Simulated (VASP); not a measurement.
Input of a VASP 6.6.1 run:

Contents of INCAR:

```
SYSTEM = Pd
  PREC = Accurate
  ENCUT = 520
  EDIFF = 1E-6
  ISMEAR = -1
  SIGMA = 0.1
  LREAL = .False.
  LASPH = .True.
  NELM = 60
  ALGO = Normal
  ISIF = 2
  LWAVE = .False.
  LCHARG = .False.
  GGA = CA
  ISYM = 0
  NBANDS = 17
```

File KPOINTS:

```
Automatic mesh
0
Gamma
  13 13 9
  0 0 0
```

Contents of POSCAR:

```
Pd
1.0
   -3.2614088530      3.2597850897      1.3262817603
    3.2597850897     -3.2614088530      1.3262817603
    1.6633620226      1.6633620226     -1.3292556857
Pd
2
Direct
    0.9999725365      0.0000274635      1.0000000000
    0.7500274635      0.2499725365      0.5000000000
```

Potentials or basis: VASP PAW LDA potentials, release 64 (Pd).

Command:

```sh
$ cat potpaw_LDA.64/Pd/POTCAR > POTCAR
$ mpirun -np 1 vasp_std > vasp.out
```

Question: Estimate the band gap on the k mesh.

Answer: Zero (band 10 reaches 10.42 eV, above the bottom of band 11 at 9.18 eV).

Question: Estimate the pressure.

Answer: 0.2 GPa.

Stress tensor (GPa, compression positive):
```
0.22 0.09 0.00
0.09 0.22 0.00
0.00 0.00 0.23
```
